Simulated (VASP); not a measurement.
# ZrB2W3 (Cmmm) in VASP: notebook

The runs below take ZrB2W3 through single point, relaxation of cell and atoms, with PBE.

Program: VASP 6.6.1. These are calculated values, not measurements. Logs are shortened: lines on timing, memory, paths and dates and some standing lists are left out, and cuts for length are marked.

### Step 1. The cell of the first run

Symmetry: Cmmm, No. 65, orthorhombic system. Conventional cell: a = 5.741 Å, b = 8.755 Å, c = 2.857 Å, α = 90.00°, β = 90.00°, γ = 90.00°. Within 3.3 Å of Zr (site symmetry mmm) lie 2 B at 2.49 Å and 2 Zr at 2.86 Å and 10 W at 2.87 to 2.98 Å. B (site symmetry m2m) has 5 W at 1.89 to 2.05 Å and 1 Zr at 2.49 Å within 2.5 Å. W (site symmetry mmm) has 2 B at 1.89 Å within 2.5 Å. W (site symmetry 2/m) has 4 B at 2.05 Å within 2.7 Å.

The cell was generated, and may not be a known phase.

### Step 2. Single point, PBE

Contents of INCAR:

```
ALGO = Normal
EDIFF = 1E-6
ENCUT = 520
GGA = PE
ISIF = 2
ISMEAR = 0
LASPH = True
LCHARG = False
LREAL = False
LWAVE = False
NBANDS = 39
NELM = 60
PREC = Accurate
SIGMA = 0.1
```

Contents of KPOINTS:

```
k-points
0
Gamma
  4 4 6
```

Contents of POSCAR:

```
ZrB2W3
1.0
    2.8705923900     -4.3774334400      0.0000000000
    2.8705923900      4.3774334400      0.0000000000
    0.0000000000      0.0000000000      2.8573785400
Zr B W
1 2 3
Direct
    0.5000000000      0.5000000000      0.0000000000
    0.2156325000      0.7843675000      0.0000000000
    0.7843675000      0.2156325000      0.0000000000
    0.0000000000      0.0000000000      0.0000000000
    0.5000000000      0.0000000000      0.5000000000
    0.0000000000      0.5000000000      0.5000000000
```

Potentials or basis: VASP PAW PBE potentials, release 64 (Zr_sv, B, W_sv).

Started as:

```bash
$ cat potpaw_PBE.64/Zr_sv/POTCAR potpaw_PBE.64/B/POTCAR potpaw_PBE.64/W_sv/POTCAR > POTCAR
$ mpirun -np 1 vasp_std > vasp.out
```

OUTCAR:

```text
EDIFF = 1E-6
   ENCUT = 520
   GGA = PE
   ISIF = 2
   ISMEAR = 0
   LASPH = True
   LREAL = False
   NELM = 60
   PREC = Accurate

 ion  position               nearest neighbor table
   1  0.500  0.500  0.000-   2 2.49   3 2.49   4 2.87   4 2.87   6 2.98   5 2.98   6 2.98   5 2.98
                             5 2.98   6 2.98   6 2.98   5 2.98
   2  0.216  0.784  0.000-   4 1.89   5 2.05   6 2.05   5 2.05   6 2.05   1 2.49
   3  0.784  0.216  0.000-   4 1.89   5 2.05   6 2.05   5 2.05   6 2.05   1 2.49
   4  0.000  0.000  0.000-   2 1.89   3 1.89   1 2.87   1 2.87   6 2.98   5 2.98   6 2.98   6 2.98
                             6 2.98   5 2.98   5 2.98   5 2.98
   5  0.500  0.000  0.500-   2 2.05   3 2.05   2 2.05   3 2.05   6 2.87   6 2.87   4 2.98   1 2.98
                             4 2.98   1 2.98   1 2.98   4 2.98   4 2.98   1 2.98
   6  0.000  0.500  0.500-   2 2.05   3 2.05   2 2.05   3 2.05   5 2.87   5 2.87   4 2.98   1 2.98
                             4 2.98   4 2.98   4 2.98   1 2.98   1 2.98   1 2.98

  LATTYP: Found a base centered orthorhombic cell.
 ALAT       =     5.7411847800
 B/A-ratio  =     1.5249233765
 C/A-ratio  =     0.4976984106

  Lattice vectors:

 A1 = (   2.8705923900,  -4.3774334400,   0.0000000000)
 A2 = (   2.8705923900,   4.3774334400,   0.0000000000)
 A3 = (   0.0000000000,   0.0000000000,   2.8573785400)

Analysis of symmetry for initial positions (statically):
=====================================================================
 Subroutine PRICEL returns:
 Original cell was already a primitive cell.

 Routine SETGRP: Setting up the symmetry group for a
 base centered orthorhombic supercell.

 Subroutine GETGRP returns: Found  8 space group operations
 (whereof  8 operations were pure point group operations)
 out of a pool of  8 trial point group operations.

The static configuration has the point symmetry D_2h.

Analysis of symmetry for dynamics (positions and initial velocities):
=====================================================================
 Subroutine PRICEL returns:
 Original cell was already a primitive cell.

 Routine SETGRP: Setting up the symmetry group for a
 base centered orthorhombic supercell.

 Subroutine GETGRP returns: Found  8 space group operations
 (whereof  8 operations were pure point group operations)
 out of a pool of  8 trial point group operations.

The dynamic configuration has the point symmetry D_2h.

 Subroutine INISYM returns: Found  8 space group operations
 (whereof  8 operations are pure point group operations),
 and found     1 'primitive' translations

----------------------------------------------------------------------------------------

                                     Primitive cell

  volume of cell :      71.8106

  direct lattice vectors                    reciprocal lattice vectors
     2.870592390 -4.377433440  0.000000000     0.174180076 -0.114222182  0.000000000
     2.870592390  4.377433440  0.000000000     0.174180076  0.114222182  0.000000000
     0.000000000  0.000000000  2.857378540     0.000000000  0.000000000  0.349971131

  length of vectors
     5.234713382  5.234713382  2.857378540     0.208291636  0.208291636  0.349971131

  position of ions in fractional coordinates (direct lattice)
     0.500000000  0.500000000  0.000000000
     0.215632500  0.784367500  0.000000000
     0.784367500  0.215632500  0.000000000
     0.000000000  0.000000000  0.000000000
     0.500000000  1.000000000  0.500000000
     1.000000000  0.500000000  0.500000000

  ion indices of the primitive-cell ions
   primitive index   ion index
                 1           1
                 2           2
                 3           3
                 4           4
                 5           5
                 6           6

----------------------------------------------------------------------------------------

 KPOINTS: k-points

Automatic generation of k-mesh.
 Grid dimensions read from file:
 generate k-points for:    4    4    6

 Generating k-lattice:

  Cartesian coordinates                     Fractional coordinates (reciprocal lattice)
     0.043545019 -0.028555546  0.000000000     0.250000000 -0.000000000  0.000000000
     0.043545019  0.028555546  0.000000000    -0.000000000  0.250000000  0.000000000
     0.000000000  0.000000000  0.058328522     0.000000000  0.000000000  0.166666667

  Length of vectors
     0.052072909  0.052072909  0.058328522

  Shift w.r.t. Gamma in fractional coordinates (k-lattice)
     0.000000000  0.000000000  0.000000000

 Subroutine IBZKPT returns following result:
 ===========================================

 Found     28 irreducible k-points:

 Following reciprocal coordinates:
            Coordinates               Weight
  0.000000  0.000000  0.000000      1.000000
  0.250000  0.000000  0.000000      4.000000
  0.500000  0.000000  0.000000      2.000000
  0.250000  0.250000  0.000000      2.000000
  0.500000  0.250000  0.000000      4.000000
 -0.250000  0.250000  0.000000      2.000000
[... 16 lines left out ...]
  0.250000  0.000000  0.500000      4.000000
  0.500000  0.000000  0.500000      2.000000
 [... further k-points ...]
   k-points           NKPTS =     28   k-points in BZ     NKDIM =     28   number of bands    NBANDS=     39
   number of dos      NEDOS =    301   number of ions     NIONS =      6
   total plane-waves  NPLWV =  38400
   dimension x,y,z NGX =    40 NGY =   40 NGZ =   24
   dimension x,y,z NGXF=    80 NGYF=   80 NGZF=   48
   ions per type =               1   2   3
   NGX,Y,Z   is equivalent  to a cutoff of  12.70, 12.70, 13.96 a.u.
   NGXF,Y,Z  is equivalent  to a cutoff of  25.41, 25.41, 27.93 a.u.
 SYSTEM =  unknown system
   PREC   = accura    normal or accurate (medium, high low for compatibility)
   ISTART =      0    job   : 0-new  1-cont  2-samecut
   ICHARG =      2    charge: 1-file 2-atom 10-const
   ISPIN  =      1    spin polarized calculation?
   LNONCOLLINEAR =      F non collinear calculations
   LSORBIT =      F    spin-orbit coupling
   LASPH  =      T    aspherical Exc in radial PAW
   ENCUT  =  520.0 eV  38.22 Ry    6.18 a.u.   9.73  9.73  5.31*2*pi/ulx,y,z
   NELM   =     60;   NELMIN=  2; NELMDL= -5     # of ELM steps
   EDIFF  = 0.1E-05   stopping-criterion for ELM
   LREAL  =      F    real-space projection
   EDIFFG = 0.1E-04   stopping-criterion for IOM
   NSW    =      0    number of steps for IOM
   IBRION =     -1    ionic relax: 0-MD 1-quasi-New 2-CG
   NFREE  =      0    steps in history (QN), initial steepest desc. (CG)
   ISIF   =      2    stress and relaxation
   ISYM   =      2    0-nonsym 1-usesym 2-fastsym
   POTIM  = 0.5000    time-step for ionic-motion
   TEBEG  =    0.0;   TEEND  =   0.0 temperature during run
   PSTRESS=    0.0 pullay stress
   NELECT =      60.0000    total number of electrons
   NUPDOWN=      -1.0000    fix difference up-down
   EMIN   =  10.00;   EMAX   =-10.00  energy-range for DOS
   EFERMI =   0.00;   METHOD = LEGACY
   ISMEAR =     0;   SIGMA  =   0.10  broadening in eV -4-tet -1-fermi 0-gaus
   EFERMI_NEDOS =   21; number of points for ismear=-14 and -15
   IALGO  =     38    algorithm
   IMIX   =      4    mixing-type and parameters
     AMIX     =   0.40;   BMIX     =  1.00
     AMIX_MAG =   1.60;   BMIX_MAG =  1.00
  volume/ion in A,a.u.               =      11.97        80.77
  Fermi-wavevector in a.u.,A,eV,Ry     =   1.541922  2.913809 32.348154  2.377522
  Thomas-Fermi vector in A             =   2.647799
   LORBIT       =      0    0 simple, 1 ext, 2 COOP (PROOUT), +10 PAW based schemes
   GGA     = PE    functional components
   LHFCALC =     F    Hartree Fock is set to
   AEXX    =    0.0000 exact exchange contribution
   IVDW    =     0    specifies the selected vdW correction
   LEPSILON=     F    determine dielectric tensor
   LRPA    =     F    only Hartree local field effects (RPA)
 non-spin polarized calculation
 Gauss-broadening in eV      SIGMA  =   0.10
  energy-cutoff  :      520.00
  volume of cell :       71.81
 maximum number of plane-waves:      1964
 NGX is ok and might be reduce to    40
   NGX = 19   NGY = 19   NGZ = 11

 number of electron      59.9999991 magnetization

 Free energy of the ion-electron system (eV)
  ---------------------------------------------------
  ext. energy  EPLUGINS =         0.00000000
  ---------------------------------------------------
  free energy    TOTEN  =       -57.57054730 eV

  energy without entropy =      -57.55062489  energy(sigma->0) =      -57.56058609

 E-fermi :  11.8382     XC(G=0): -13.5284

 val. band max:       11.8156118857   @ k =   0.5000   0.5000   0.1667
 cond. band min:      11.8510194113   @ k =   0.0000   0.0000   0.0000
 fundamental gap:      0.0354075256
 Fermi energy:        11.8382404754

 k-point     1 :       0.0000    0.0000    0.0000
  band No.  band energies     occupation
      1     -61.7277      2.00000
      2     -61.6679      2.00000
      3     -61.6629      2.00000
      4     -36.2134      2.00000
      5     -26.8810      2.00000
      6     -26.3004      2.00000
[... 31 lines left out ...]
     38      15.9971      0.00000
     39      16.4405      0.00000

 k-point     2 :       0.2500    0.0000    0.0000
  band No.  band energies     occupation
      1     -61.7202      2.00000
      2     -61.6745      2.00000
      3     -61.6639      2.00000
      4     -36.2150      2.00000
      5     -26.7889      2.00000
      6     -26.2780      2.00000
[... 31 lines left out ...]
     38      15.9163      0.00000
     39      16.5815      0.00000

 k-point     3 :       0.5000    0.0000    0.0000
  band No.  band energies     occupation
      1     -61.7082      2.00000
      2     -61.6862      2.00000
      3     -61.6642      2.00000
      4     -36.2166      2.00000
      5     -26.6646      2.00000
      6     -26.2872      2.00000
[... 832 lines left out ...]
 k-point    23 :       0.2500    0.0000    0.5000
  band No.  band energies     occupation
      1     -61.6601      2.00000
      2     -61.6514      2.00000
      3     -61.6337      2.00000
      4     -36.0391      2.00000
      5     -26.6447      2.00000
      6     -26.5557      2.00000
[... 31 lines left out ...]
     38      16.8090      0.00000
     39      17.6895      0.00000

 k-point    24 :       0.5000    0.0000    0.5000
  band No.  band energies     occupation
      1     -61.6514      2.00000
      2     -61.6469      2.00000
      3     -61.6469      2.00000
      4     -36.0395      2.00000
      5     -26.6889      2.00000
      6     -26.5655      2.00000
[... 31 lines left out ...]
     38      17.6863      0.00000
     39      17.8355      0.00000

 [... further k-points ...]

------------------------ aborting loop because EDIFF is reached ----------------------------------------

  FORCE on cell =-STRESS in cart. coord.  units (eV):
  Direction    XX          YY          ZZ          XY          YZ          ZX
  --------------------------------------------------------------------------------------
  -------------------------------------------------------------------------------------
  Total       28.1665673     31.4020361     29.2116088     -0.0000000      0.0000000      0.0000000
  in kB      628.4281767    700.6151695    651.7442427     -0.0000000      0.0000000      0.0000000
  external PRESSURE =     660.2625296 kB  Pullay stress =       0.0000000 kB

 VOLUME and BASIS-vectors are now :
 -----------------------------------------------------------------------------
  energy-cutoff  :      520.00
  volume of cell :       71.81
      direct lattice vectors                 reciprocal lattice vectors
     2.870592390 -4.377433440  0.000000000     0.174180076 -0.114222182  0.000000000
     2.870592390  4.377433440  0.000000000     0.174180076  0.114222182  0.000000000
     0.000000000  0.000000000  2.857378540     0.000000000  0.000000000  0.349971131

 POSITION                                       TOTAL-FORCE (eV/Angst)
 -----------------------------------------------------------------------------------
      2.87059      0.00000      0.00000         0.000000      0.000000      0.000000
      2.87059      2.48960      0.00000        -0.000000     -4.578011     -0.000000
      2.87059     -2.48960      0.00000        -0.000000      4.578011      0.000000
      0.00000      0.00000      0.00000        -0.000000      0.000000      0.000000
      1.43530     -2.18872      1.42869        -0.000000      0.000000      0.000000
      1.43530      2.18872      1.42869        -0.000000      0.000000      0.000000
 -----------------------------------------------------------------------------------
    total drift:                                0.000000      0.000000     -0.000000

  FREE ENERGIE OF THE ION-ELECTRON SYSTEM (eV)
  ---------------------------------------------------
  free  energy   TOTEN  =       -57.5705472976 eV

  energy  without entropy=      -57.5506248864  energy(sigma->0) =      -57.56058609
```

Run time: 1.7 min. Hardware: 1 thread of Intel Xeon 8259CL, shared host; peak memory 0.23 GiB.

Results:

| Item | Value |
| --- | --- |
| Free energy | -57.5705 eV |
| Pressure | 66.0 GPa |
| Largest force | 4.578 eV/Å |
| Band gap on the k mesh | zero (bands 30 and 31 overlap by 1.53 eV) |

Forces in eV/Å, atoms in the order of the input:
```
Zr   0.000  0.000  0.000
B    0.000 -4.578  0.000
B    0.000  4.578  0.000
W    0.000  0.000  0.000
W    0.000  0.000  0.000
W    0.000  0.000  0.000
```

Caveat: the k points lie up to 0.37 Å⁻¹ apart, too coarse for converged energies and pressures of a metal; spin-orbit coupling is left out, which moves the levels of the heavy elements; forces of over 1 eV/Å act on the atoms, so gaps and moduli don't describe the material at rest.

(Continued in part 2 of 2.)

The gap in the log of VASP goes by the Fermi energy; the results here count the filled bands.